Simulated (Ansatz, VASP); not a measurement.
**SrO: VASP beside Ansatz**

Contents of INCAR:

```
ALGO = Normal
EDIFF = 1E-6
ENCUT = 600
GGA_COMPAT = False
ISIF = 2
ISMEAR = -1
LASPH = True
LCHARG = True
LELF = True
LREAL = False
LVHAR = True
LWAVE = False
NBANDS = 15
NELM = 120
PREC = Accurate
SIGMA = 0.03
```

KPOINTS

```
k-points
0
Gamma
  8 8 8
```

File POSCAR:

```
SrO
1.0
    0.0000000000      2.5698000000      2.5698000000
    2.5698000000      0.0000000000      2.5698000000
    2.5698000000      2.5698000000      0.0000000000
Sr O
1 1
Direct
    0.0000000000      0.0000000000      0.0000000000
    0.5000000000      0.5000000000      0.5000000000
```

Input for Ansatz:

```yaml
crystal:
  lattice:
    - [0.0, 2.5698, 2.5698]
    - [2.5698, 0.0, 2.5698]
    - [2.5698, 2.5698, 0.0]
  atoms:
    - { symbol: Sr, position: [0.0, 0.0, 0.0] }
    - { symbol: O, position: [0.5, 0.5, 0.5] }
kpoints:
  mp_grid: { grid: [8, 8, 8] }
  band_path:
    path:
      - [0.0, 0.0, 0.0]
      - [0.5, 0.0, 0.5]
      - [0.625, 0.25, 0.625]
      - [0.375, 0.375, 0.75]
      - [0.0, 0.0, 0.0]
      - [0.5, 0.5, 0.5]
      - [0.5, 0.25, 0.75]
      - [0.5, 0.0, 0.5]
    npoints: 5
scf:
  occupations: { method: fermi_dirac, width: 0.03 }
hamiltonian:
  xc: lda
  pseudopotentials: { kind: all_electron, lapw: { basis_error: 0.0005 } }
output:
  forces: true
  stress: true
  eigenvalues: true
```

Alike in both runs: task single point; functional LDA; k mesh 8 × 8 × 8; occupations fermi-dirac, width 0.03 eV; no spin polarisation.

```csv
,VASP,Ansatz
version,VASP 6.6.1,Ansatz 0.2.0
potentials or method,"VASP PAW LDA potentials, release 64 (Sr_sv, O), cutoff 600 eV","all-electron LAPW, scalar-relativistic"
```

|  | VASP | Ansatz | Ansatz less VASP |
| --- | --- | --- | --- |
| gap on the k mesh at the Fermi level (eV) | 3.10 | 3.16 | +0.056 |
| pressure (GPa) | -3.6 | -4.2 | -0.58 |

LDA's correlation is that of Perdew and Zunger in VASP and of Perdew and Wang (1992) in Ansatz. Ansatz ran all-electron here, and VASP with PAW potentials.
